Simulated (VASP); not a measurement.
Write the native input for VASP 6.6.1 that does the following.

```
Task                   : single point
Functional             : PBE
Potentials or basis    : VASP PAW PBE potentials, release 64 (Ga_d, N)
Cutoff                 : 520 eV
k mesh                 : 10 × 10 × 10
Occupations            : gaussian, width 0.026 eV
Spin                   : no spin polarisation
Dipole correction      : no
Further INCAR settings : ALGO = Normal; EDIFF = 1e-06; NBANDS = 16
```

The structure of GaN lies in POSCAR:

```
GaN
1.0
    0.0000000000      2.2535006075      2.2535006075
    2.2535006075      0.0000000000      2.2535006075
    2.2535006075      2.2535006075      0.0000000000
Ga N
1 1
Direct
    0.0000000000      0.0000000000      0.0000000000
    0.2500000000      0.2500000000      0.2500000000
```

These files were run (other wordings do the same):

INCAR

```
  ALGO = Normal
  EDIFF = 1E-6
  ENCUT = 520
  GGA = PE
  ISIF = 2
  ISMEAR = 0
  LASPH = T
  LCHARG = F
  LREAL = F
  LWAVE = F
  NBANDS = 16
  NELM = 100
  PREC = Accurate
  SIGMA = 0.026000000000000002
```

KPOINTS

```
k-points
0
Gamma
  10 10 10
```

Potentials or basis: VASP PAW PBE potentials, release 64 (Ga_d, N).

The run is started by

```bash
$ cat potpaw_PBE.64/Ga_d/POTCAR potpaw_PBE.64/N/POTCAR > POTCAR
$ mpirun -np 1 vasp_std > vasp.out
```

It gave:

- Pressure: 5.1 GPa
- Band gap on the k mesh: 1.72 eV, direct

Wall time 17 s on 1 thread of Intel Xeon 8259CL, with other jobs on the host, peak memory 0.14 GiB.
